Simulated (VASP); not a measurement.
Set up this calculation in VASP 6.6.1, as the native input.

| Item | Value |
| --- | --- |
| Task | single point |
| Functional | r2SCAN |
| Potentials or basis | VASP PAW PBE potentials, release 64 (Ta_pv, S) |
| Cutoff | 550 eV |
| k mesh | 7 × 7 × 3 |
| Occupations | gaussian, width 0.05 eV |
| Spin | collinear spin |
| Starting moments | [0.5, -0.02, -0.02] μB |
| Hubbard terms | Ta d U = 3.0 eV |
| Dipole correction | no |
| Further INCAR settings | ALGO = Normal; EDIFF = 1e-06; NBANDS = 22 |

Crystal: TaS2.

```
Ta S
1.0
     3.35000    0.00000    0.00000
    -1.67500    2.90119    0.00000
     0.00000    0.00000    5.86000
Ta S
1 2
Direct
  0.00000 0.00000 0.00000
  0.33333 0.66667 0.25000
  0.66667 0.33333 0.75000
```

The input as run:

POSCAR

```
TaS2
1.0
    3.3500014000      0.0000000000      0.0000000000
   -1.6750007000      2.9011863100      0.0000000000
    0.0000000000      0.0000000000      5.8599987400
Ta S
1 2
Direct
    0.0000000000      0.0000000000      0.0000000000
    0.3333333333      0.6666666667      0.2500000000
    0.6666666667      0.3333333333      0.7500000000
```

INCAR.step1

```
SYSTEM = TaS2
ALGO     = Normal         ! electronic algorithm
EDIFF    = 1E-5           ! SCF threshold, eV
ENCUT    = 550            ! plane-wave cutoff, eV
GGA      = PE             ! functional
GGA_COMPAT= .False.      
ISMEAR   = 0              ! smearing method
ISPIN    = 2              ! spin polarisation
LASPH    = .True.         ! aspherical terms in the spheres
LCHARG   = .False.        ! write CHGCAR
LDAU     = .True.         ! DFT+U
LDAUJ    = 0 0          
LDAUL    = 2 -1           ! shell
LDAUTYPE = 2            
LDAUU    = 3 0            ! U, eV
LMAXMIX  = 4              ! l up to which the mixer works
LREAL    = .False.        ! projectors in reciprocal space
LWAVE    = .True.         ! write WAVECAR
MAGMOM   = 0.5 -0.02 -0.02 ! initial moments
NBANDS   = 22             ! bands
NELM     = 200            ! most SCF steps
PREC     = Accurate       ! precision mode
SIGMA    = 0.05           ! smearing width, eV
```

INCAR.step2

```
SYSTEM = TaS2
ALGO     = Normal         ! electronic algorithm
EDIFF    = 1E-6           ! SCF threshold, eV
ENCUT    = 550            ! plane-wave cutoff, eV
GGA_COMPAT= .False.      
ISIF     = 2              ! what is computed and relaxed
ISMEAR   = 0              ! smearing method
ISPIN    = 2              ! spin polarisation
ISTART   = 1            
LASPH    = .True.         ! aspherical terms in the spheres
LCHARG   = .False.        ! write CHGCAR
LDAU     = .True.         ! DFT+U
LDAUJ    = 0 0          
LDAUL    = 2 -1           ! shell
LDAUPRINT= 1            
LDAUTYPE = 2            
LDAUU    = 3 0            ! U, eV
LMAXMIX  = 4              ! l up to which the mixer works
LMIXTAU  = .True.       
LORBIT   = 11             ! projections on sites
LREAL    = .False.        ! projectors in reciprocal space
LWAVE    = .False.        ! write WAVECAR
MAGMOM   = 0.5 -0.02 -0.02 ! initial moments
METAGGA  = R2SCAN         ! meta-GGA
NBANDS   = 22             ! bands
NELM     = 200            ! most SCF steps
PREC     = Accurate       ! precision mode
SIGMA    = 0.05           ! smearing width, eV
```

KPOINTS

```
k-points
0
Gamma
  7 7 3
  0 0 0
```

Potentials or basis: VASP PAW PBE potentials, release 64 (Ta_pv, S).

Command:

```bash
$ cat potpaw_PBE.64/Ta_pv/POTCAR potpaw_PBE.64/S/POTCAR > POTCAR
$ cp INCAR.step1 INCAR
$ mpirun -np 1 vasp_std > vasp.out
$ cp INCAR.step2 INCAR
$ mpirun -np 1 vasp_std > vasp.out
```

It gave:

- Pressure: 11.4 GPa
- Largest force: 1.273 eV/Å
- Net moment: 0.18 μB per cell
- Site moments: Ta +0.15; S -0.01 μB
- Valence electrons inside the program's atomic spheres: Ta 8.79; S 3.80

Caveat: the cell stands under pressure; an empty level that is flat over the whole mesh can mark a ghost state of the potentials, or a narrow d or f band; the PAW data sets were made with another functional, which shifts forces and pressure a little.

It took 4.6 min on 1 thread of AMD EPYC 7R13 (shared host), peak memory 0.22 GiB.
